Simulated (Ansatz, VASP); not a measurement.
# YMg2O2 in VASP and in Ansatz

```
Y Mg O
1.0
     3.39727    0.00000    0.00000
    -1.69864    2.94213    0.00000
     0.00000    0.00000    8.11878
Y Mg O
1 2 2
Direct
  0.00000 0.00000 0.00000
  0.33333 0.66667 0.83934
  0.66667 0.33333 0.16066
  0.66667 0.33333 0.65640
  0.33333 0.66667 0.34360
```

Change from the starting cell: species swapped into the La2PBr2 type (P-3m1, No. 164).

Alike in both runs: task relaxation of cell and atoms; functional PBE; k mesh 6 × 6 × 2; occupations gaussian, width 0.1 eV; no spin polarisation.

|  | VASP | Ansatz |
| --- | --- | --- |
| version | VASP 6.6.1 | Ansatz 0.2.0 |
| potentials or method | VASP PAW PBE potentials, release 64 (Y_sv, Mg, O), cutoff 600 eV | scalar-relativistic, plane waves, PAW |
| valence electrons in the cell | 27 | 43 |

VASP gave:

- gap on the k mesh at the Fermi level, each at its own relaxed structure (eV): none
- relaxed volume (Å³/atom): 14.12
- relaxed length of the cell vector where the two differ most in proportion (Å): 3.162

**Question.** What did Ansatz give for the same quantities?

**Answer.** gap on the k mesh at the Fermi level, each at its own relaxed structure (eV): none; relaxed volume (Å³/atom): 14.22; relaxed length of the cell vector where the two differ most in proportion (Å): 3.171.

A gap of «none» marks a metal or a gap that the smearing closes. VASP's potentials hold 27 valence electrons a cell and Ansatz's 43, so a difference there can come from the potentials and not from the codes.

The k mesh is coarse, so the values compare programs but aren't converged.
